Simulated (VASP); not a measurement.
Wanted: the native input for a VASP 6.6.1 run.

```
Task                   : single point
Functional             : PBE
Potentials or basis    : VASP PAW PBE potentials, release 64 (Li_sv, S)
Cutoff                 : 520 eV
k mesh                 : 4 × 4 × 4
Occupations            : gaussian, width 0.1 eV
Spin                   : no spin polarisation
Dipole correction      : no
Further INCAR settings : ALGO = Normal; EDIFF = 1e-07; NBANDS = 24
```

The structure of Li7S lies in POSCAR:

```
Li7S
1.0
    0.0000000000      4.1026356109      4.1026356109
    4.1026356109      0.0000000000      4.1026356109
    4.1026356109      4.1026356109      0.0000000000
Li S
7 1
Direct
    0.5000000000      0.5000000000      0.5000000000
    0.5000000000      0.0000000000      0.0000000000
    0.5000000000      0.0000000000      0.5000000000
    0.0000000000      0.5000000000      0.5000000000
    0.0000000000      0.5000000000      0.0000000000
    0.5000000000      0.5000000000      0.0000000000
    0.0000000000      0.0000000000      0.5000000000
    0.0000000000      0.0000000000      0.0000000000
```

The input as run:

INCAR

```
SYSTEM = Li7S
PREC = Accurate
ENCUT = 520
EDIFF = 1E-7
ISMEAR = 0
SIGMA = 0.1
LREAL = .False.
LASPH = .True.
NELM = 80
ALGO = Normal
ISIF = 2
LWAVE = .False.
LCHARG = .True.
GGA = PE
LELF = .True.
LVHAR = .True.
NBANDS = 24
```

KPOINTS

```
Automatic mesh
0
Gamma
  4 4 4
  0 0 0
```

Potentials or basis: VASP PAW PBE potentials, release 64 (Li_sv, S).

Command:

```console
$ cat potpaw_PBE.64/Li_sv/POTCAR potpaw_PBE.64/S/POTCAR > POTCAR
$ mpirun -np 1 vasp_std > vasp.out
```

Wall time 52 s on 1 thread of Intel(R) Xeon(R) Platinum 8259CL CPU @ 2.50GHz (Skylake/Cascade Lake) (shared host), peak memory 0.31 GiB.
